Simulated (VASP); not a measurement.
# MgS (lda) (F-43m) in VASP: notebook, part 3 of 3

VASP 6.6.1.

### 5 Single point, LDA

This run uses another cell than the first one, of 21.88 Å³/atom, 0.986 times its volume.

INCAR reads:

```
SYSTEM = MgS
PREC = Accurate ; ENCUT = 600
EDIFF = 1E-6 ; ISMEAR = 0
SIGMA = 0.01 ; LREAL = .FALSE.
LASPH = .TRUE. ; NELM = 120
ALGO = Normal ; ISIF = 2
LWAVE = .FALSE. ; LCHARG = .FALSE.
NBANDS = 11 ; GGA_COMPAT = .FALSE.
```

KPOINTS reads:

```
Automatic mesh
0
G
  6 6 6
  0 0 0
```

POSCAR reads:

```
MgS
1.0
    0.0000000000      2.7969294923      2.7969294923
    2.7969294923      0.0000000000      2.7969294923
    2.7969294923      2.7969294923      0.0000000000
Mg S
1 1
Direct
    0.0000000000      0.0000000000      0.0000000000
    0.2500000000      0.2500000000      0.2500000000
```

Potentials or basis: VASP PAW LDA potentials, release 64 (Mg, S).

Started as:

```bash
cat potpaw_LDA.64/Mg/POTCAR potpaw_LDA.64/S/POTCAR > POTCAR
mpirun -np 1 vasp_std > vasp.out
```

OUTCAR:

```text
SYSTEM = MgS
   PREC = Accurate
   ENCUT = 600
   EDIFF = 1E-6
   ISMEAR = 0
   LREAL = .FALSE.
   LASPH = .TRUE.
   NELM = 120
   ISIF = 2

 ion  position               nearest neighbor table
   1  0.000  0.000  0.000-   2 2.42   2 2.42   2 2.42   2 2.42
   2  0.250  0.250  0.250-   1 2.42   1 2.42   1 2.42   1 2.42

  LATTYP: Found a face centered cubic cell.
 ALAT       =     5.5938589846

  Lattice vectors:

 A1 = (   0.0000000000,   2.7969294923,   2.7969294923)
 A2 = (   2.7969294923,   0.0000000000,   2.7969294923)
 A3 = (   2.7969294923,   2.7969294923,   0.0000000000)

Analysis of symmetry for initial positions (statically):
=====================================================================
 Subroutine PRICEL returns:
 Original cell was already a primitive cell.

 Routine SETGRP: Setting up the symmetry group for a
 face centered cubic supercell.

 Subroutine GETGRP returns: Found 24 space group operations
 (whereof 24 operations were pure point group operations)
 out of a pool of 48 trial point group operations.

The static configuration has the point symmetry T_d .

Analysis of symmetry for dynamics (positions and initial velocities):
=====================================================================
 Subroutine PRICEL returns:
 Original cell was already a primitive cell.

 Routine SETGRP: Setting up the symmetry group for a
 face centered cubic supercell.

 Subroutine GETGRP returns: Found 24 space group operations
 (whereof 24 operations were pure point group operations)
 out of a pool of 48 trial point group operations.

The dynamic configuration has the point symmetry T_d .

 Subroutine INISYM returns: Found 24 space group operations
 (whereof 24 operations are pure point group operations),
 and found     1 'primitive' translations

----------------------------------------------------------------------------------------

                                     Primitive cell

  volume of cell :      43.7597

  direct lattice vectors                    reciprocal lattice vectors
     0.000000000  2.796929492  2.796929492    -0.178767467  0.178767467  0.178767467
     2.796929492  0.000000000  2.796929492     0.178767467 -0.178767467  0.178767467
     2.796929492  2.796929492  0.000000000     0.178767467  0.178767467 -0.178767467

  length of vectors
     3.955455621  3.955455621  3.955455621     0.309634335  0.309634335  0.309634335

  position of ions in fractional coordinates (direct lattice)
     0.000000000  0.000000000  0.000000000
     0.250000000  0.250000000  0.250000000

  ion indices of the primitive-cell ions
   primitive index   ion index
                 1           1
                 2           2

----------------------------------------------------------------------------------------

 KPOINTS: Automatic mesh

Automatic generation of k-mesh.
 Grid dimensions read from file:
 generate k-points for:    6    6    6

 Generating k-lattice:

  Cartesian coordinates                     Fractional coordinates (reciprocal lattice)
    -0.029794578  0.029794578  0.029794578     0.166666667  0.000000000  0.000000000
     0.029794578 -0.029794578  0.029794578     0.000000000  0.166666667  0.000000000
     0.029794578  0.029794578 -0.029794578     0.000000000  0.000000000  0.166666667

  Length of vectors
     0.051605723  0.051605723  0.051605723

  Shift w.r.t. Gamma in fractional coordinates (k-lattice)
     0.000000000  0.000000000  0.000000000

 Subroutine IBZKPT returns following result:
 ===========================================

 Found     16 irreducible k-points:

 Following reciprocal coordinates:
            Coordinates               Weight
  0.000000  0.000000  0.000000      1.000000
  0.166667  0.000000  0.000000      8.000000
  0.333333  0.000000  0.000000      8.000000
  0.500000  0.000000  0.000000      4.000000
  0.166667  0.166667  0.000000      6.000000
  0.333333  0.166667  0.000000     24.000000
[... 8 lines left out ...]
 -0.333333  0.333333  0.166667     24.000000
 -0.333333  0.500000  0.166667     12.000000
   k-points           NKPTS =     16   k-points in BZ     NKDIM =     16   number of bands    NBANDS=     11
   number of dos      NEDOS =    301   number of ions     NIONS =      2
   total plane-waves  NPLWV =  32768
   dimension x,y,z NGX =    32 NGY =   32 NGZ =   32
   dimension x,y,z NGXF=    64 NGYF=   64 NGZF=   64
   ions per type =               1   1
   NGX,Y,Z   is equivalent  to a cutoff of  13.45, 13.45, 13.45 a.u.
   NGXF,Y,Z  is equivalent  to a cutoff of  26.90, 26.90, 26.90 a.u.
 SYSTEM =  MgS
   PREC   = accura    normal or accurate (medium, high low for compatibility)
   ISTART =      0    job   : 0-new  1-cont  2-samecut
   ICHARG =      2    charge: 1-file 2-atom 10-const
   ISPIN  =      1    spin polarized calculation?
   LNONCOLLINEAR =      F non collinear calculations
   LSORBIT =      F    spin-orbit coupling
   LASPH  =      T    aspherical Exc in radial PAW
   ENCUT  =  600.0 eV  44.10 Ry    6.64 a.u.   7.90  7.90  7.90*2*pi/ulx,y,z
   NELM   =    120;   NELMIN=  2; NELMDL= -5     # of ELM steps
   EDIFF  = 0.1E-05   stopping-criterion for ELM
   LREAL  =      F    real-space projection
   EDIFFG = 0.1E-04   stopping-criterion for IOM
   NSW    =      0    number of steps for IOM
   IBRION =     -1    ionic relax: 0-MD 1-quasi-New 2-CG
   NFREE  =      0    steps in history (QN), initial steepest desc. (CG)
   ISIF   =      2    stress and relaxation
   ISYM   =      2    0-nonsym 1-usesym 2-fastsym
   POTIM  = 0.5000    time-step for ionic-motion
   TEBEG  =    0.0;   TEEND  =   0.0 temperature during run
   PSTRESS=    0.0 pullay stress
   NELECT =       8.0000    total number of electrons
   NUPDOWN=      -1.0000    fix difference up-down
   EMIN   =  10.00;   EMAX   =-10.00  energy-range for DOS
   EFERMI =   0.00;   METHOD = LEGACY
   ISMEAR =     0;   SIGMA  =   0.01  broadening in eV -4-tet -1-fermi 0-gaus
   EFERMI_NEDOS =   21; number of points for ismear=-14 and -15
   IALGO  =     38    algorithm
   IMIX   =      4    mixing-type and parameters
     AMIX     =   0.40;   BMIX     =  1.00
     AMIX_MAG =   1.60;   BMIX_MAG =  1.00
  volume/ion in A,a.u.               =      21.88       147.65
  Fermi-wavevector in a.u.,A,eV,Ry     =   0.929137  1.755815 11.745861  0.863296
  Thomas-Fermi vector in A             =   2.055388
   LORBIT       =      0    0 simple, 1 ext, 2 COOP (PROOUT), +10 PAW based schemes
   GGA     = CA    functional components
   LHFCALC =     F    Hartree Fock is set to
   AEXX    =    0.0000 exact exchange contribution
   IVDW    =     0    specifies the selected vdW correction
   LEPSILON=     F    determine dielectric tensor
   LRPA    =     F    only Hartree local field effects (RPA)
 non-spin polarized calculation
 Gauss-broadening in eV      SIGMA  =   0.01
  energy-cutoff  :      600.00
  volume of cell :       43.76
 maximum number of plane-waves:      1476
   NGX = 15   NGY = 15   NGZ = 15

 number of electron       7.9999999 magnetization

 Free energy of the ion-electron system (eV)
  ---------------------------------------------------
  ext. energy  EPLUGINS =         0.00000000
  ---------------------------------------------------
  free energy    TOTEN  =        -9.39321374 eV

  energy without entropy =       -9.39321374  energy(sigma->0) =       -9.39321374

 E-fermi :   1.1940     XC(G=0):  -8.8997

 val. band max:        1.1275938670   @ k =   0.0000   0.0000   0.0000
 cond. band min:       4.5040154454   @ k =   0.0000   0.0000   0.0000
 fundamental gap:      3.3764215783
 Fermi energy:         1.1940203416

 k-point     1 :       0.0000    0.0000    0.0000
  band No.  band energies     occupation
      1     -10.2338      2.00000
      2       1.1276      2.00000
      3       1.1276      2.00000
      4       1.1276      2.00000
      5       4.5040      0.00000
      6       8.9864      0.00000
      7       8.9864      0.00000
      8       8.9864      0.00000
      9      11.9434      0.00000
     10      11.9434      0.00000
     11      14.7807      0.00000
[... 197 lines left out ...]
 k-point    16 :      -0.3333    0.5000    0.1667
  band No.  band energies     occupation
      1      -9.2218      2.00000
      2      -1.5345      2.00000
      3      -0.5452      2.00000
      4      -0.2336      2.00000
      5       5.9140      0.00000
      6       7.8735      0.00000
      7      10.4696      0.00000
      8      10.5355      0.00000
      9      13.6783      0.00000
     10      15.0128      0.00000
     11      15.1174      0.00000

------------------------ aborting loop because EDIFF is reached ----------------------------------------

  FORCE on cell =-STRESS in cart. coord.  units (eV):
  Direction    XX          YY          ZZ          XY          YZ          ZX
  --------------------------------------------------------------------------------------
  -------------------------------------------------------------------------------------
  Total       -0.0869656     -0.0869656     -0.0869656      0.0000000      0.0000000      0.0000000
  in kB       -3.1840772     -3.1840772     -3.1840772      0.0000000      0.0000000      0.0000000
  external PRESSURE =      -3.1840772 kB  Pullay stress =       0.0000000 kB

 VOLUME and BASIS-vectors are now :
 -----------------------------------------------------------------------------
  energy-cutoff  :      600.00
  volume of cell :       43.76
      direct lattice vectors                 reciprocal lattice vectors
     0.000000000  2.796929492  2.796929492    -0.178767467  0.178767467  0.178767467
     2.796929492  0.000000000  2.796929492     0.178767467 -0.178767467  0.178767467
     2.796929492  2.796929492  0.000000000     0.178767467  0.178767467 -0.178767467

 POSITION                                       TOTAL-FORCE (eV/Angst)
 -----------------------------------------------------------------------------------
      0.00000      0.00000      0.00000        -0.000000     -0.000000     -0.000000
      1.39846      1.39846      1.39846         0.000000      0.000000      0.000000
 -----------------------------------------------------------------------------------
    total drift:                                0.000000      0.000000      0.000000

  FREE ENERGIE OF THE ION-ELECTRON SYSTEM (eV)
  ---------------------------------------------------
  free  energy   TOTEN  =        -9.3932137364 eV

  energy  without entropy=       -9.3932137364  energy(sigma->0) =       -9.39321374
```

stdout:

```text
POSCAR found type information on POSCAR MgS
 POSCAR found :  2 types and       2 ions
 scaLAPACK will be used
 LDA part: xc-table for (Slater(with rela. corr.)+CA(PZ))
 , standard interpolation
 POSCAR, INCAR and KPOINTS ok, starting setup
 FFT: planning ... GRIDC
 FFT: planning ... GRID_SOFT
 FFT: planning ... GRID
 WAVECAR not read
 entering main loop
```

Run time: 3 s. Hardware: 1 thread of Intel Xeon 6975P-C (Granite Rapids), shared host; peak memory 0.15 GiB.

What came out:

```
Free energy            : -9.3932 eV
Pressure               : -0.3 GPa
Band gap on the k mesh : 3.38 eV, direct
```

### 6 Relaxation of cell and atoms, LDA

INCAR reads:

```
  ALGO = Normal
  EDIFF = 1E-7
  EDIFFG = -0.002
  ENCUT = 600
  GGA_COMPAT = F
  IBRION = 2
  ISIF = 3
  ISMEAR = 0
  LASPH = T
  LCHARG = F
  LREAL = F
  LWAVE = F
  NELM = 120
  NELMIN = 4
  NSW = 100
  PREC = Accurate
  SIGMA = 0.02
```

KPOINTS reads:

```
k-points
0
Gamma
  6 6 6
```

POSCAR reads:

```
MgS
1.0
    0.0000000000      2.8100000000      2.8100000000
    2.8100000000      0.0000000000      2.8100000000
    2.8100000000      2.8100000000      0.0000000000
Mg S
1 1
Direct
    0.0000000000      0.0000000000      0.0000000000
    0.2500000000      0.2500000000      0.2500000000
```

Potentials or basis: VASP PAW LDA potentials, release 64 (Mg, S).

Started as:

```bash
cat potpaw_LDA.64/Mg/POTCAR potpaw_LDA.64/S/POTCAR > POTCAR
mpirun -np 1 vasp_std > vasp.out
```

Wall time 5 s (1 thread of Intel Xeon 6975P-C (Granite Rapids), shared host); peak memory 0.16 GiB.

It converged, with:

| Property | Result |
| --- | --- |
| Free energy | -9.3935 eV |
| Relaxed volume | 21.77 Å³/atom |
| Relaxed cell | a = 3.949 Å, b = 3.949 Å, c = 3.949 Å, α = 60.00°, β = 60.00°, γ = 60.00° |
| Space group after relaxing (to 0.05 Å) | F-43m (No. 216) |
| Energy gained by relaxing | 1.5 meV/atom |
| Ionic steps | 3 |
| Pressure after relaxing | 0.0 GPa |
| Band gap on the k mesh | 3.40 eV, direct |

Step by step:
| step | energy change (eV) | largest force (eV/Å) | pressure (GPa) | volume (Å³) |
| --- | --- | --- | --- | --- |
| 1 | 0.0000 | 0.0000 | -1.15 | 44.38 |
| 2 | -0.0029 | 0.0000 | 0.26 | 43.36 |
| 3 | -0.0030 | 0.0000 | 0.00 | 43.54 |

Final structure:
```
CELL_PARAMETERS angstrom
0.00000 2.79230 2.79230
2.79230 0.00000 2.79230
2.79230 2.79230 0.00000
ATOMIC_POSITIONS crystal
Mg 0.00000 0.00000 0.00000
S 0.25000 0.25000 0.25000
```

Levels at points of the mesh, in eV from the valence-band top:
| k point | band 1 | band 2 | band 3 | band 4 | band 5 | band 6 | band 7 | band 8 |
| --- | --- | --- | --- | --- | --- | --- | --- | --- |
| (0.00, 0.00, 0.00) | -11.38 | 0.00 | 0.00 | 0.00 | 3.40 | 7.87 | 7.87 | 7.87 |
| (0.50, 0.00, 0.00) | -10.61 | -3.36 | -0.35 | -0.35 | 5.02 | 7.52 | 7.52 | 8.57 |
| (0.50, 0.50, 0.00) | -10.36 | -3.00 | -1.11 | -1.11 | 3.62 | 5.48 | 11.29 | 12.34 |

A k mesh can miss the band edges. As with any semilocal functional, this LDA gap is likely too small.

### 7 The runs side by side

```csv
task,cell,smearing,gap on the mesh (eV),pressure (GPa)
single point,"a = 3.974 Å, angles 60.0°, 2 atoms",gaussian 0.1 eV,3.31,-1.2
single point,"a = 3.955 Å, angles 60.0°, 2 atoms",gaussian 0.02 eV,3.38,-0.3
single point,"a = 3.955 Å, angles 60.0°, 2 atoms",gaussian 0.01 eV,3.38,-0.3
relaxation of cell and atoms,"relaxed from a = 3.974 Å, angles 60.0°, 2 atoms",gaussian 0.02 eV,3.40,0.0
```

Alike in all rows: level LDA; potentials or basis VASP PAW LDA potentials, release 64 (Mg, S); no spin polarisation; k mesh 6 × 6 × 6; cutoff (eV) 600.

Absolute energies hang on the potentials; compare differences alone.
